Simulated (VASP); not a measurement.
Write the native input for VASP 6.6.1 that does the following.

```
Task                   : single point
Functional             : PBEsol
Potentials or basis    : VASP PAW PBE potentials, release 64 (La, In_d)
Cutoff                 : 520 eV
k mesh                 : 3 × 3 × 3
Occupations            : fermi-dirac, width 0.02 eV
Spin                   : no spin polarisation
Dipole correction      : no
Further INCAR settings : ALGO = Normal; EDIFF = 1e-06; NBANDS = 19
```

The structure of LaIn lies in POSCAR:

```
LaIn
1.0
    3.9540800000      0.0000000000      0.0000000000
    0.0000000000      3.9540800000      0.0000000000
    0.0000000000      0.0000000000      3.9540800000
La In
1 1
Direct
    0.5000000000      0.5000000000      0.5000000000
    0.0000000000      0.0000000000      0.0000000000
```

These files were run (other wordings do the same):

INCAR

```
SYSTEM = LaIn
PREC = Accurate
ENCUT = 520
EDIFF = 1E-6
ISMEAR = -1
SIGMA = 0.02
LREAL = .FALSE.
LASPH = .TRUE.
NELM = 80
ALGO = Normal
ISIF = 2
LWAVE = .FALSE.
LCHARG = .FALSE.
GGA = PS
NBANDS = 19
```

KPOINTS

```
Automatic mesh
0
G
  3 3 3
  0 0 0
```

Potentials or basis: VASP PAW PBE potentials, release 64 (La, In_d).

The run is started by

```sh
$ cat potpaw_PBE.64/La/POTCAR potpaw_PBE.64/In_d/POTCAR > POTCAR
$ mpirun -np 1 vasp_std > vasp.out
```

It gave:

```json
{
 "Pressure": "-2.9 GPa"
}
```

Caveat: the k points lie up to 0.53 Å⁻¹ apart; the PAW data sets were made with another functional, which shifts forces and pressure a little.

Run time: 16 s on 1 thread of Intel Xeon 8259CL, on a shared host, peak memory 0.18 GiB.
